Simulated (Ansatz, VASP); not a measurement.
**Two plane-wave programs on InSb**

INCAR

```
PREC = Accurate
ENCUT = 520
EDIFF = 1E-6
ISMEAR = -5
SIGMA = 0.1
LREAL = False
LASPH = True
NELM = 100
ALGO = Normal
ISIF = 2
LWAVE = False
LCHARG = False
GGA = PE
NBANDS = 26
```

File KPOINTS:

```
regular mesh
0
Gamma
  10 10 8
```

Contents of POSCAR:

```
InSb
1.0
    3.0633140000     -3.0813730000      0.0000000000
    3.0633140000      3.0813730000      0.0000000000
    0.0000000000      0.0000000000      6.1268940000
In Sb
2 2
Direct
    0.2794110000      0.7205890000      0.2500000000
    0.7205890000      0.2794110000      0.7500000000
    0.7772050000      0.2227950000      0.2500000000
    0.2227950000      0.7772050000      0.7500000000
```

Input for Ansatz:

```yaml
crystal:
  lattice:
    - [3.063314, -3.081373, 0.0]
    - [3.063314, 3.081373, 0.0]
    - [0.0, 0.0, 6.126894]
  atoms:
    - { symbol: In, position: [0.279411, 0.720589, 0.25] }
    - { symbol: In, position: [0.720589, 0.279411, 0.75] }
    - { symbol: Sb, position: [0.777205, 0.222795, 0.25] }
    - { symbol: Sb, position: [0.222795, 0.777205, 0.75] }
basis:
  ecutwfc: 420
kpoints:
  mp_grid: { grid: [10, 10, 8] }
hamiltonian:
  xc: pbe
scf:
  occupations: { method: tetrahedron }
output:
  forces: true
  stress: true
  eigenvalues: true
```

Alike in both runs: task single point; functional PBE; k mesh 10 × 10 × 8; occupations tetrahedron; no spin polarisation.

|  | VASP | Ansatz |
| --- | --- | --- |
| version | VASP 6.6.1 | Ansatz 0.2.0 |
| potentials or method | VASP PAW PBE potentials, release 64 (In_d, Sb), cutoff 520 eV | scalar-relativistic, plane waves, PAW |
| valence electrons in the cell | 36 | 56 |

```csv
,VASP,Ansatz,Ansatz less VASP
gap on the k mesh at the Fermi level (eV),none,none,-
pressure (GPa),0.0,0.0,+0.03
"traceless stress, the component that is largest in VASP (GPa)",-0.32,-0.32,-0.005
rms of the force components (eV/Å),0.007,0.008,+0.0007
```

Atom by atom the forces differ by 0.001 eV/Å (rms over components). A gap of «none» marks a metal or a gap that the smearing closes. VASP's potentials hold 36 valence electrons a cell and Ansatz's 56, so a difference there can come from the potentials and not from the codes. Ansatz's warnings: band table not solved further, tetrahedron derivatives may miss energy slope.

Spin-orbit coupling is off throughout.
